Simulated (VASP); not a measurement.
KNa, 4 atoms in the cell. Symmetry: Pmma, No. 51, orthorhombic system. Conventional cell: a = 6.785 Å, b = 4.625 Å, c = 6.955 Å, α = 90.00°, β = 90.00°, γ = 90.00°. Within 5.3 Å of K (site symmetry mm2) lie 8 Na at 4.04 to 4.32 Å and 6 K at 4.46 to 5.29 Å. Na (site symmetry mm2) has 8 K at 4.04 to 4.32 Å and 4 Na at 4.25 to 4.62 Å within 5.3 Å. 

| Quantity | Value |
| --- | --- |
| Program | VASP 6.6.1 |
| Task | single point |
| Functional | PBE |
| Potentials or basis | VASP PAW PBE potentials, release 64 (K_sv, Na_pv) |
| Cutoff | 520 eV |
| k mesh | 4 × 6 × 4 |
| Occupations | gaussian, width 0.1 eV |
| Spin | no spin polarisation |
| Dipole correction | no |
| Further INCAR settings | ALGO = Fast; EDIFF = 1e-06; NBANDS = 24 |

Potentials or basis: VASP PAW PBE potentials, release 64 (K_sv, Na_pv).

Run with:

```console
$ cat potpaw_PBE.64/K_sv/POTCAR potpaw_PBE.64/Na_pv/POTCAR > POTCAR
$ mpirun -np 1 vasp_std > vasp.out
```

Hardware: 1 thread of Intel(R) Xeon(R) Platinum 8259CL CPU @ 2.50GHz (Skylake/Cascade Lake), with other jobs on the host.

How long does it take, and how much memory?

It took 4.6 min on 1 thread of Intel(R) Xeon(R) Platinum 8259CL CPU @ 2.50GHz (Skylake/Cascade Lake), on a shared host, peak memory 0.37 GiB. Counts: scf iterations 20, k points 36.
